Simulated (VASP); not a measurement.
Runs of VASP 6.6.1 on Lu. The structure is that of space group P6/mmm (No. 191), or close to it. The cells are those of the table. This isn't the form of Lu at room conditions, which is hcp.

```tsv
task	cell	cutoff (eV)	gap on the mesh (eV)	pressure (GPa)
single point	a = 3.034, b = 3.034, c = 2.918 Å, angles 90.0, 90.0, 120.0°, 1 atom	520	none	(a)
single point	a = 2.898, b = 2.898, c = 2.770 Å, angles 90.0, 90.0, 120.0°, 1 atom	520	none	31.5
relaxation of shape and atoms at fixed volume	relaxed from a = 2.438, b = 2.438, c = 2.411 Å, angles 90.0, 90.0, 120.0°, 1 atom	600	none	184.0
relaxation of shape and atoms at fixed volume	relaxed from a = 2.711, b = 2.711, c = 2.680 Å, angles 90.0, 90.0, 120.0°, 1 atom	600	none	60.3
single point	a = 2.472, b = 2.472, c = 2.345 Å, angles 90.0, 90.0, 120.0°, 1 atom	520	none	183.8
single point	a = 3.308, b = 3.308, c = 3.272 Å, angles 90.0, 90.0, 120.0°, 1 atom	520	none	-0.1
single point	a = 2.744, b = 2.744, c = 2.615 Å, angles 90.0, 90.0, 120.0°, 1 atom	520	none	(b)
```

Alike in all rows: level PBE; potentials or basis VASP PAW PBE potentials, release 64 (Lu); no spin polarisation; k mesh 13 × 13 × 12; smearing fermi-dirac 0.08 eV.

**Question.** Fill in the values left out.

**Answer.** (a) 16.6; (b) 60.1.

Caveats: spin-orbit coupling is left out, which moves the levels of the heavy elements; the cell stands under pressure (at least some runs).

A k mesh can miss the band edges, and the runs leave out spin-orbit coupling on Lu.

A gap of «none» marks levels without a gap at the run's occupations.
